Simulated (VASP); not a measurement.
# H4CO in VASP: a series of runs

The runs below take H4CO through single point, with PBE+D3(BJ).

All numbers are computed with VASP 6.6.1; they aren't measurements. Logs are shortened: lines on timing, memory, paths and dates and some standing lists are left out, and cuts for length are marked.

## Step 1: The cell of the first run

The cell holds an amorphous packing of atoms, 36 atoms: a = 7.587 Å, b = 7.587 Å, c = 7.587 Å, α = 90.00°, β = 90.00°, γ = 90.00°.

## Step 2: Single point, PBE+D3(BJ)

INCAR

```
  ALGO = Normal
  EDIFF = 1E-6
  ENCUT = 520
  GGA = PE
  ISIF = 2
  ISMEAR = -1
  IVDW = 12
  LASPH = T
  LCHARG = F
  LREAL = Auto
  LWAVE = F
  NBANDS = 66
  NELM = 100
  PREC = Accurate
  SIGMA = 0.02
```

KPOINTS

```
k-points
0
Gamma
  1 1 1
```

POSCAR

```
H4CO
1.0
    7.5874210000      0.0000000000      0.0000000000
    0.0000000000      7.5874210000      0.0000000000
    0.0000000000      0.0000000000      7.5874210000
H O C
24 6 6
Direct
    0.4676292511      0.2812681674      0.2212873123
    0.4114836912      0.2574260740      0.1391513665
   -0.0399081585      0.6243755289      0.5635116333
   -0.0527583747      0.6819576771      0.6351301714
    0.1426439893      0.2763653157      0.5092112326
    0.2270073059      0.3221911635      0.4834844409
    0.6670250669      0.6350115540      0.4590097215
    0.5919929842      0.6588931865      0.4019679414
    0.3244185343      0.8239690403      0.5121371280
    0.2757590491      0.9133538260      0.5058767663
    0.2967543253      0.6987486262      0.8618211643
    0.3477334393      0.6929759137      0.7723836597
    0.6200525844      0.9594037289      1.0777443350
    0.7657279068      0.7463800941      1.1640582485
    0.8986584506     -0.0178716853      0.5946816448
    0.8641803322      0.1965753581      0.4774349545
   -0.0725938366      0.5125061599      0.9678782817
   -0.1112103836      0.2487406459      0.9703824264
    0.1731286560      0.8374518825      0.2422166900
    0.1045809900      0.6224117523      0.1527923652
    0.5267534252      0.5206380403      0.7989934920
    0.5033726216      0.3713119385      0.6044478091
    0.3975527389      0.0326856780      0.9445501970
    0.1841864317     -0.0447582914      0.8294913384
    0.8681210651      0.9026519024      0.9504283471
    0.6437760604      0.0490548765      0.5348589461
   -0.0163164796      0.3642476146      1.1948855876
    0.3660664144      0.6585636938      0.1524760521
    0.7376287674      0.3681883475      0.7502812879
    0.2417290407      0.2271654624      0.8581967443
    0.7537475514      0.8729580183      1.0690457271
    0.8036327495      0.0738063698      0.5372312937
   -0.0671769762      0.3752658512      1.0388905532
    0.2160945069      0.7108871381      0.1810233016
    0.5940226593      0.4211839570      0.7125346017
    0.2728858726      0.0724620395      0.8710074214
```

Potentials or basis: VASP PAW PBE potentials, release 64 (H, O, C).

Started as:

```
$ cat potpaw_PBE.64/H/POTCAR potpaw_PBE.64/O/POTCAR potpaw_PBE.64/C/POTCAR > POTCAR
$ mpirun -np 1 vasp_gam > vasp.out
```

OUTCAR:

```text
EDIFF = 1E-6
   ENCUT = 520
   GGA = PE
   ISIF = 2
   ISMEAR = -1
   IVDW = 12
   LASPH = T
   LREAL = Auto
   NELM = 100
   PREC = Accurate
 IVDW          = 12

 ion  position               nearest neighbor table
   1  0.468  0.281  0.221-   2 0.78
   2  0.411  0.257  0.139-   1 0.78
   3  0.960  0.624  0.564-   4 0.70
   4  0.947  0.682  0.635-   3 0.70
   5  0.143  0.276  0.509-   6 0.75
   6  0.227  0.322  0.483-   5 0.75
[... 22 lines left out ...]
  29  0.738  0.368  0.750-  35 1.20
  30  0.242  0.227  0.858-  36 1.20
  31  0.754  0.873  0.069-  14 1.20  13 1.21  25 1.27
  32  0.804  0.074  0.537-  15 1.09  16 1.13  26 1.23
  33  0.933  0.375  0.039-  18 1.14  17 1.17  27 1.25
  34  0.216  0.711  0.181-  20 1.10  19 1.12  28 1.22
  35  0.594  0.421  0.713-  21 1.12  22 1.14  29 1.20
  36  0.273  0.072  0.871-  23 1.14  24 1.16  30 1.20

  LATTYP: Found a simple cubic cell.
 ALAT       =     7.5874210000

  Lattice vectors:

 A1 = (   7.5874210000,   0.0000000000,   0.0000000000)
 A2 = (   0.0000000000,   7.5874210000,   0.0000000000)
 A3 = (   0.0000000000,   0.0000000000,   7.5874210000)

Analysis of symmetry for initial positions (statically):
=====================================================================
 Subroutine PRICEL returns:
 Original cell was already a primitive cell.

 Routine SETGRP: Setting up the symmetry group for a
 simple cubic supercell.

 Subroutine GETGRP returns: Found  1 space group operations
 (whereof  1 operations were pure point group operations)
 out of a pool of 48 trial point group operations.

The static configuration has the point symmetry C_1 .

Analysis of symmetry for dynamics (positions and initial velocities):
=====================================================================
 Subroutine PRICEL returns:
 Original cell was already a primitive cell.

 Routine SETGRP: Setting up the symmetry group for a
 simple cubic supercell.

 Subroutine GETGRP returns: Found  1 space group operations
 (whereof  1 operations were pure point group operations)
 out of a pool of 48 trial point group operations.

The dynamic configuration has the point symmetry C_1 .

 Subroutine INISYM returns: Found  1 space group operations
 (whereof  1 operations are pure point group operations),
 and found     1 'primitive' translations

----------------------------------------------------------------------------------------

                                     Primitive cell

  volume of cell :     436.7999

  direct lattice vectors                    reciprocal lattice vectors
     7.587421000  0.000000000  0.000000000     0.131797089  0.000000000  0.000000000
     0.000000000  7.587421000  0.000000000     0.000000000  0.131797089  0.000000000
     0.000000000  0.000000000  7.587421000     0.000000000  0.000000000  0.131797089

  length of vectors
     7.587421000  7.587421000  7.587421000     0.131797089  0.131797089  0.131797089

  position of ions in fractional coordinates (direct lattice)
     0.467629251  0.281268167  0.221287312
     0.411483691  0.257426074  0.139151367
     0.960091842  0.624375529  0.563511633
     0.947241625  0.681957677  0.635130171
     0.142643989  0.276365316  0.509211233
     0.227007306  0.322191164  0.483484441
[... 28 lines left out ...]
     0.594022659  0.421183957  0.712534602
     0.272885873  0.072462040  0.871007421

  ion indices of the primitive-cell ions
   primitive index   ion index
                 1           1
                 2           2
                 3           3
                 4           4
                 5           5
                 6           6
[... 28 lines left out ...]
                35          35
                36          36

----------------------------------------------------------------------------------------

 KPOINTS: k-points

Automatic generation of k-mesh.
 Grid dimensions read from file:
 generate k-points for:    1    1    1

 Generating k-lattice:

  Cartesian coordinates                     Fractional coordinates (reciprocal lattice)
[... 42 lines left out ...]
   POTIM  = 0.5000    time-step for ionic-motion
   TEBEG  =    0.0;   TEEND  =   0.0 temperature during run
   PSTRESS=    0.0 pullay stress
   NELECT =      84.0000    total number of electrons
   NUPDOWN=      -1.0000    fix difference up-down
   EMIN   =  10.00;   EMAX   =-10.00  energy-range for DOS
   EFERMI =   0.00;   METHOD = LEGACY
   ISMEAR =    -1;   SIGMA  =   0.02  broadening in eV -4-tet -1-fermi 0-gaus
   EFERMI_NEDOS =   21; number of points for ismear=-14 and -15
   IALGO  =     38    algorithm
   IMIX   =      4    mixing-type and parameters
     AMIX     =   0.40;   BMIX     =  1.00
     AMIX_MAG =   1.60;   BMIX_MAG =  1.00
  volume/ion in A,a.u.               =      12.13        81.88
  Fermi-wavevector in a.u.,A,eV,Ry     =   0.944946  1.785689 12.148959  0.892923
  Thomas-Fermi vector in A             =   2.072800
   LORBIT       =      0    0 simple, 1 ext, 2 COOP (PROOUT), +10 PAW based schemes
   GGA     = PE    functional components
   LHFCALC =     F    Hartree Fock is set to
   AEXX    =    0.0000 exact exchange contribution
   IVDW    =    12    specifies the selected vdW correction
   LEPSILON=     F    determine dielectric tensor
   LRPA    =     F    only Hartree local field effects (RPA)
 non-spin polarized calculation
  energy-cutoff  :      520.00
  volume of cell :      436.80
 maximum number of plane-waves:      5877
   NGX = 29   NGY = 29   NGZ = 29

 number of electron      83.9999990 magnetization

 Free energy of the ion-electron system (eV)
  ---------------------------------------------------
  ext. energy  EPLUGINS =         0.00000000
  ---------------------------------------------------
  free energy    TOTEN  =      -172.84083944 eV

  energy without entropy =     -172.84083944  energy(sigma->0) =     -172.84083944

 E-fermi :  -2.3984     XC(G=0):  -6.3944

 val. band max:       -2.9295718909   @ k =   0.0000   0.0000   0.0000
 cond. band min:      -0.4790576804   @ k =   0.0000   0.0000   0.0000
 fundamental gap:      2.4505142105
 Fermi energy:        -2.3984454056

 k-point     1 :       0.0000    0.0000    0.0000
  band No.  band energies     occupation
      1     -24.1588      2.00000
      2     -24.1144      2.00000
      3     -23.7667      2.00000
      4     -23.4629      2.00000
      5     -23.2943      2.00000
      6     -23.1948      2.00000
[... 46 lines left out ...]
     53       3.6252      0.00000
     54       3.7020      0.00000
 [bands above 54 left out]

------------------------ aborting loop because EDIFF is reached ----------------------------------------

 Edisp (eV)   -1.28332

 E8    (eV) :    -0.2796

  FORCE on cell =-STRESS in cart. coord.  units (eV):
  Direction    XX          YY          ZZ          XY          YZ          ZX
  --------------------------------------------------------------------------------------
  -------------------------------------------------------------------------------------
  Total      -4.63711    -4.16033    -4.16408    -0.98422     2.22817     3.12937
  in kB     -17.00888   -15.26003   -15.27380    -3.61012     8.17289    11.47849
  external pressure =      -15.85 kB  Pullay stress =        0.00 kB

 VOLUME and BASIS-vectors are now :
 -----------------------------------------------------------------------------
  energy-cutoff  :      520.00
  volume of cell :      436.80
      direct lattice vectors                 reciprocal lattice vectors
     7.587421000  0.000000000  0.000000000     0.131797089  0.000000000  0.000000000
     0.000000000  7.587421000  0.000000000     0.000000000  0.131797089  0.000000000
     0.000000000  0.000000000  7.587421000     0.000000000  0.000000000  0.131797089

 POSITION                                       TOTAL-FORCE (eV/Angst)
 -----------------------------------------------------------------------------------
      3.54810      2.13410      1.67900        -0.360199     -0.248007     -0.591278
      3.12210      1.95320      1.05580         0.443928      0.275953      0.647849
      7.28462      4.73740      4.27560         0.299508     -1.186377     -1.454610
      7.18712      5.17430      4.81900        -0.229391      1.167194      1.444981
      1.08230      2.09690      3.86360         0.170834      0.134629     -0.024500
      1.72240      2.44460      3.66840        -0.125181     -0.105498      0.010224
[... 28 lines left out ...]
      4.50710      3.19570      5.40630        -2.610556      0.623718      0.264113
      2.07050      0.54980      6.60870         0.474452     -1.704987      0.852701
 -----------------------------------------------------------------------------------
    total drift:                                0.024254     -0.004315      0.003046

  FREE ENERGIE OF THE ION-ELECTRON SYSTEM (eV)
  ---------------------------------------------------
  free  energy   TOTEN  =      -174.1241584352 eV

  energy  without entropy=     -174.1241584352  energy(sigma->0) =     -174.12415844
```

Run time: 28 s. Hardware: 1 thread of Intel Xeon 6975P-C (Granite Rapids), shared host; peak memory 0.39 GiB.

What came out:

* Free energy: -174.1242 eV
* Pressure: -1.6 GPa
* Largest force: 3.785 eV/Å
* Band gap on the k mesh: 2.45 eV
* Dispersion energy per atom: -0.036 eV

Forces on the atoms (eV/Å):
```
H   -0.360 -0.248 -0.591
H    0.444  0.276  0.648
H    0.300 -1.186 -1.455
H   -0.229  1.167  1.445
H    0.171  0.135 -0.025
H   -0.125 -0.105  0.010
H    0.371 -0.086  0.254
H   -0.389  0.098 -0.290
H   -0.345  0.728 -0.002
H    0.369 -0.609  0.076
H    0.530 -0.144 -1.039
H   -0.608  0.130  0.796
H    1.923 -1.140  0.083
H   -0.185  1.865 -1.134
H    0.204 -0.568  0.378
H   -0.286 -0.520  0.138
H    0.083 -1.582  0.437
H    0.318  1.239  0.128
H    0.685  0.211 -0.079
H   -0.173 -0.072 -0.102
H    0.213 -0.026 -0.204
H    0.805 -0.085  0.101
H   -0.335 -0.232 -0.447
H    0.449  1.180  0.063
O   -2.455 -0.530  2.832
O    0.693 -0.187 -0.012
O   -0.656  0.305 -1.679
O   -0.108  0.839  0.364
O    1.372 -0.594 -0.332
O   -0.619  0.794 -0.499
C    0.754 -0.208 -1.715
C   -0.696  1.233 -0.659
C    0.394 -0.192  1.399
C   -0.372 -0.803 -0.006
C   -2.611  0.624  0.264
C    0.474 -1.705  0.853
```

Caveat: the k points lie up to 0.83 Å⁻¹ apart.

## Step 3: Single point, PBE+D3(BJ)

INCAR

```
SYSTEM = H4CO
PREC = Accurate
ENCUT = 520
EDIFF = 1E-6
ISMEAR = -1
SIGMA = 0.02
LREAL = Auto
LASPH = .True.
NELM = 60
ALGO = Normal
ISIF = 2
LWAVE = .False.
LCHARG = .False.
GGA = PE
IVDW = 12
NBANDS = 66
```

KPOINTS

```
regular mesh
0
Gamma
  1 1 1
  0 0 0
```

POSCAR

```
H4CO
1.0
    7.5874210000      0.0000000000      0.0000000000
    0.0000000000      7.5874210000      0.0000000000
    0.0000000000      0.0000000000      7.5874210000
H O C
24 6 6
Direct
    0.4146336417      0.3101317299      0.3771769090
    0.5055472736      0.3417234921      0.3841094359
   -0.0621555071      0.6705967680      0.5445592119
   -0.0717766946      0.7174638128      0.4693953321
    0.1535831477      0.3811044622      0.5323943406
    0.1006138977      0.4649669499      0.5641310796
    0.5746748467      0.6240592159      0.4318727009
    0.6677104117      0.6377133943      0.4712932102
    0.2024666880      1.1342852861      0.3774536829
    0.1593822196      1.0542449140      0.4143041489
    0.3007609569      0.6718883795      0.6342207715
    0.3468503988      0.7545383339      0.6283558010
    0.7482779722      0.9425337015      1.1809019165
    0.6810482771      0.7618662521      1.0667392781
    0.8396660736      0.0445210566      0.6217659466
    0.8024597554      0.2001602389      0.4333620080
   -0.0961327966      0.4728615955      1.0453222511
   -0.0890025741      0.2397784438      0.9779607590
    0.2014254910      0.9084773337      0.2122592117
    0.1528450840      0.6775029355      0.2961744182
    0.6705572289      0.5468524812      0.8644043872
    0.5102524296      0.3751735932      0.8063873087
    0.3490645899     -0.0099375005      0.7526536355
    0.3062041766     -0.0374040138      0.9900070129
    0.8427237661      0.9203786109      0.9354166587
    0.6269323924     -0.0086458890      0.4666803121
   -0.0334501012      0.3034759769      1.2283356888
    0.3781522074      0.7205215053      0.1352501726
    0.7496882010      0.3561948124      0.6911175747
    0.2435346609      0.2016759054      0.8815248291
    0.7514938212      0.8756203195      1.0506204941
    0.7516124385      0.0821886646      0.5113199861
   -0.0661357792      0.3412094834      1.0819618418
    0.2436664579      0.7651348199      0.2167666721
    0.6439342169      0.4251905885      0.7951318373
    0.3053606753      0.0520862095      0.8751326702
```

Potentials or basis: VASP PAW PBE potentials, release 64 (H, O, C).

Started as:

```
$ cat potpaw_PBE.64/H/POTCAR potpaw_PBE.64/O/POTCAR potpaw_PBE.64/C/POTCAR > POTCAR
$ mpirun -np 1 vasp_gam > vasp.out
```

Wall time 26 s (1 thread of Intel Xeon 6975P-C (Granite Rapids), shared host); peak memory 0.39 GiB.

Results (log left out):

```yaml
Free_energy: -173.7997 eV
Pressure: 2.4 GPa
Largest_force: 5.160 eV/Å
Band_gap_on_the_k_mesh: 2.30 eV
Dispersion_energy_per_atom: -0.036 eV
```

Forces on the atoms (eV/Å):
```
H   -0.558 -0.184 -0.095
H    0.547  0.211  0.009
H    0.393 -1.653  2.745
H   -0.342  1.783 -2.688
H   -0.586  0.981  0.418
H    0.632 -1.046 -0.330
H    0.718  0.094  0.256
H   -0.806 -0.128 -0.365
H    0.043  0.120  0.047
H   -0.034 -0.062  0.248
H   -0.623 -1.071  0.100
H    0.627  1.028 -0.122
H   -0.088  0.813  0.040
H   -1.951 -3.176 -0.708
H   -0.135 -0.010  0.264
H   -0.559 -0.724  0.361
H   -0.087  1.948 -0.629
H    0.310  0.057 -0.057
H    0.067 -0.751  0.051
H    0.746 -0.082 -0.376
H    0.496  0.693  0.526
H   -0.620 -0.387  0.270
H    0.398  0.090 -0.620
H    0.219  0.203  0.104
O    2.615  1.272 -4.263
O   -0.443  0.021  0.131
O    1.153 -0.909  3.856
O   -1.440 -0.153  1.009
O   -0.690  0.787  1.420
O    0.563 -0.491 -0.064
C   -0.532  1.045  4.894
C    1.120  0.553 -0.669
C   -1.259 -1.002 -3.325
C    0.593  0.470 -0.702
C    0.552 -0.864 -2.062
C   -1.038  0.526  0.325
```

Stress tensor (GPa, compression positive):
```
 0.63  1.35  0.35
 1.35  2.67 -1.31
 0.35 -1.31  3.96
```

Levels at points of the mesh, in eV from the valence-band top:
| k point | band 39 | band 40 | band 41 | band 42 | band 43 | band 44 | band 45 | band 46 |
| --- | --- | --- | --- | --- | --- | --- | --- | --- |
| (0.00, 0.00, 0.00) | -0.78 | -0.64 | -0.47 | 0.00 | 2.30 | 2.42 | 2.72 | 3.01 |

Caveat: the k points lie up to 0.83 Å⁻¹ apart.

## Step 4: Single point, PBE+D3(BJ)

INCAR is that of step 3.

KPOINTS

```
Automatic mesh
0
Gamma
  1 1 1
  0 0 0
```

POSCAR

```
H4CO
1.0
    7.5874210000      0.0000000000      0.0000000000
    0.0000000000      7.5874210000      0.0000000000
    0.0000000000      0.0000000000      7.5874210000
H O C
24 6 6
Direct
    0.4291049620      0.3461386946      0.1646409234
    0.4002941184      0.3309293105      0.2608132592
    0.0425309206      0.7953295329      0.5451522988
   -0.0117563003      0.7201788328      0.5316430972
    0.1363177290      0.4537246582      0.6823398886
    0.0478818824      0.4230818351      0.6925541630
    0.7423471032      0.6544911637      0.3825015114
    0.7039414315      0.5700751283      0.4023633327
    0.3138088687      1.0895797136      0.5403944239
    0.3345405507      1.1068187728      0.4446965576
    0.3469031177      0.7098723005      0.6395453738
    0.4195233137      0.7647130692      0.5914130770
    0.6554664622      0.9649392066      1.1149638329
    0.7738993263      0.7284688697      1.1051185904
    0.7045872372      0.0464057550      0.6487843498
    0.8161666527      0.1105513982      0.4338496572
    0.0882776901      0.4063567845      1.0803802768
   -0.0947357475      0.2446812955      0.9767086867
    0.1843709477      0.8112901604      0.3227183519
    0.2874099117      0.5937327058      0.2936702735
    0.7309466550      0.5473796696      0.9228300367
    0.5524933966      0.3736711064      0.9152648838
    0.2482529966     -0.0228799746      0.7920214260
    0.4757611315      0.0664916313      0.7670985965
    0.8328653438      0.9389224613      0.9134197246
    0.6022072586     -0.0613779043      0.4237540002
   -0.0825708762      0.2780259590      1.2501612867
    0.3522540795      0.7735039350      0.1115925952
    0.7072099993      0.4085446161      0.6900631980
    0.2831660455      0.2102822553      0.9180062633
    0.7500572329      0.8812348755      1.0474441843
    0.7088311035      0.0294039305      0.5016724392
   -0.0323430056      0.3155749496      1.0988714083
    0.2745860550      0.7257670294      0.2400288583
    0.6648767743      0.4359452309      0.8411026619
    0.3331566813      0.0853254353      0.8289114312
```

Started as:

```
$ cat potpaw_PBE.64/H/POTCAR potpaw_PBE.64/O/POTCAR potpaw_PBE.64/C/POTCAR > POTCAR
$ mpirun -np 1 vasp_gam > vasp.out
```

Run time: 27 s. Hardware: 1 thread of Intel Xeon 6975P-C (Granite Rapids), shared host; peak memory 0.39 GiB.

It converged, with:

```yaml
Free_energy: -174.2159 eV
Pressure: -1.1 GPa
Largest_force: 3.608 eV/Å
Band_gap_on_the_k_mesh: 2.71 eV
Dispersion_energy_per_atom: -0.036 eV
```

Forces on the atoms (eV/Å):
```
H   -0.175 -0.114  0.626
H    0.266  0.114 -0.512
H    0.818  1.248  0.291
H   -0.931 -1.221 -0.152
H    1.322  0.431 -0.117
H   -1.302 -0.426  0.084
H    0.378  0.952 -0.271
H   -0.398 -1.073  0.227
H   -0.163  0.133 -0.353
H   -0.174  0.014  0.152
H    0.534  0.370 -0.302
H   -0.515 -0.443  0.346
H   -0.397  0.032  0.429
H   -0.378  2.613 -0.931
H    0.007 -0.200 -0.260
H   -0.747 -0.702  0.266
H   -1.166 -0.532 -0.169
H    0.703  0.868  1.060
H    0.336  0.027 -0.621
H    0.126 -0.918  0.216
H   -0.214 -0.850 -0.585
H    0.238 -0.234 -0.513
H   -0.812 -0.669 -0.010
H   -1.331  0.613  1.033
O   -1.610 -1.428  2.896
O    0.035 -0.196 -0.320
O    0.488  0.558 -1.776
O    0.835  0.581 -1.611
O   -0.054 -0.496 -0.363
O    0.567 -0.594 -0.485
C    2.386 -1.097 -2.401
C    0.960  1.058  0.461
C    0.150 -0.786  0.748
C   -1.209  0.402  1.800
C   -0.087  1.509  1.369
C    1.518  0.456 -0.250
```

Stress tensor (GPa, compression positive):
```
-0.83 -0.05  0.85
-0.05 -0.77  0.42
 0.85  0.42 -1.70
```

Levels at points of the mesh, in eV from the valence-band top:
| k point | band 39 | band 40 | band 41 | band 42 | band 43 | band 44 | band 45 | band 46 |
| --- | --- | --- | --- | --- | --- | --- | --- | --- |
| (0.00, 0.00, 0.00) | -0.38 | -0.33 | -0.19 | 0.00 | 2.71 | 2.98 | 3.13 | 3.39 |

Caveat: the k points lie up to 0.83 Å⁻¹ apart.
